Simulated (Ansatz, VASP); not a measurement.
Two plane-wave programs on Sr

File INCAR:

```
PREC = Accurate
ENCUT = 520
EDIFF = 1E-6
ISMEAR = 0
SIGMA = 0.15
LREAL = F
LASPH = T
NELM = 80
ALGO = Fast
ISIF = 2
LWAVE = F
LCHARG = F
GGA = PS
NBANDS = 17
```

Contents of KPOINTS:

```
Automatic mesh
0
Gamma
  15 15 8
```

File POSCAR:

```
Sr
1.0
    4.4393002273      0.0000000000      0.0000000000
   -2.2196501137      3.8445467718      0.0000000000
    0.0000000000      0.0000000000      6.8385000000
Sr
2
Direct
    0.3333333333      0.6666666667      0.2500000000
    0.6666666667      0.3333333333      0.7500000000
```

Input for Ansatz:

```yaml
crystal:
  lattice:
    - [4.4393002273, 0.0, 0.0]
    - [-2.2196501137, 3.8445467718, 0.0]
    - [0.0, 0.0, 6.8385]
  atoms:
    - { symbol: Sr, position: [0.3333333333, 0.6666666667, 0.25] }
    - { symbol: Sr, position: [0.6666666667, 0.3333333333, 0.75] }
basis:
  ecutwfc: 420
kpoints:
  mp_grid: { grid: [15, 15, 8] }
hamiltonian:
  xc: pbesol
scf:
  occupations: { method: gaussian, width: 0.15 }
output:
  forces: true
  stress: true
  eigenvalues: true
```

Change from the starting cell: strain +0.030 along x and y, -0.030 along z, atoms carried along.

Alike in both runs: task single point; functional PBEsol; k mesh 15 × 15 × 8; occupations gaussian, width 0.15 eV; no spin polarisation.

|  | VASP | Ansatz |
| --- | --- | --- |
| version | VASP 6.6.1 | Ansatz 0.2.0 |
| potentials or method | VASP PAW PBE potentials, release 64 (Sr_sv), cutoff 520 eV | scalar-relativistic, plane waves, PAW |
| valence electrons in the cell | 20 | 20 |

|  | VASP | Ansatz | Ansatz less VASP |
| --- | --- | --- | --- |
| gap on the k mesh at the Fermi level (eV) | none | none | - |
| pressure (GPa) | -1.1 | -1.1 | -0.01 |
| traceless stress, the component that is largest in VASP (GPa) | 0.69 | 0.69 | -0.002 |

VASP's potentials were made for PBE, not for PBEsol. A gap of «none» marks a metal or a gap that the smearing closes. The functional is the same, so the differences come from potentials, cutoffs and numerics.
